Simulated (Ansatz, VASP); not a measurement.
# Ga3BSb2: VASP beside Ansatz

File INCAR:

```
SYSTEM = Ga3BSb2
  PREC = Accurate
  ENCUT = 600
  EDIFF = 1E-6
  ISMEAR = 0
  SIGMA = 0.2
  LREAL = .False.
  LASPH = .True.
  NELM = 80
  ALGO = Normal
  ISIF = 3
  LWAVE = .False.
  LCHARG = .False.
  GGA = PE
  IBRION = 2
  NSW = 36
  EDIFFG = -0.08
```

File KPOINTS:

```
regular mesh
0
Gamma
  5 5 2
  0 0 0
```

The input POSCAR:

```
Ga3BSb2
1.0
    4.1418425200      0.0000000000      0.0000000000
   -2.0709212600      3.5869408400      0.0000000000
    0.0000000000      0.0000000000     10.0385067400
Ga B Sb
3 1 2
Direct
    0.0000000000      0.0000000000      0.2506069500
    0.6666666700      0.3333333300      0.5939947400
    0.3333333300      0.6666666700      0.9075262000
    0.3333333300      0.6666666700      0.6628438200
    0.0000000000      0.0000000000      0.9967239500
    0.6666666700      0.3333333300      0.3383043100
```

Input for Ansatz:

```yaml
crystal:
  lattice:
    - [4.14184252, 0.0, 0.0]
    - [-2.07092126, 3.58694084, 0.0]
    - [0.0, 0.0, 10.03850674]
  atoms:
    - { symbol: Ga, position: [0.0, 0.0, 0.25060695] }
    - { symbol: Ga, position: [0.66666667, 0.33333333, 0.59399474] }
    - { symbol: Ga, position: [0.33333333, 0.66666667, 0.9075262] }
    - { symbol: B, position: [0.33333333, 0.66666667, 0.66284382] }
    - { symbol: Sb, position: [0.0, 0.0, 0.99672395] }
    - { symbol: Sb, position: [0.66666667, 0.33333333, 0.33830431] }
basis:
  ecutwfc: 420
kpoints:
  mp_grid: { grid: [5, 5, 2] }
hamiltonian:
  xc: pbe
scf:
  occupations: { method: gaussian, width: 0.2 }
  lower_state_search: "off"
output:
  forces: true
  stress: true
  eigenvalues: true
relax:
  adjacent_minimum: "off"
  f_tol: 0.08
  max_steps: 16
  cell: { stress_tol: 0.8 }
```

Change from the starting cell: species swapped into the MnHg2Te3 type (P3m1, No. 156).

Alike in both runs: task relaxation of cell and atoms; functional PBE; k mesh 5 × 5 × 2; occupations gaussian, width 0.2 eV; no spin polarisation.

```csv
,VASP,Ansatz
version,VASP 6.6.1,Ansatz 0.2.0
potentials or method,"VASP PAW PBE potentials, release 64 (Ga_d, B, Sb), cutoff 600 eV","scalar-relativistic, plane waves, PAW"
valence electrons in the cell,52,72
```

Ansatz gave:

```
gap on the k mesh at the Fermi level, each at its own relaxed structure (eV) : none
relaxed volume (Å³/atom)                                                     : 23.72
relaxed length of the cell vector where the two differ most in proportion (Å)              : 10.696
```

Problem. What did VASP give for the same quantities?

Solution. gap on the k mesh at the Fermi level, each at its own relaxed structure (eV): none; relaxed volume (Å³/atom): 23.79; relaxed length of the cell vector where the two differ most in proportion (Å): 10.955.

A gap of «none» marks a metal or a gap that the smearing closes. VASP's potentials hold 52 valence electrons a cell and Ansatz's 72, so a difference there can come from the potentials and not from the codes.

Spin-orbit coupling is off throughout.
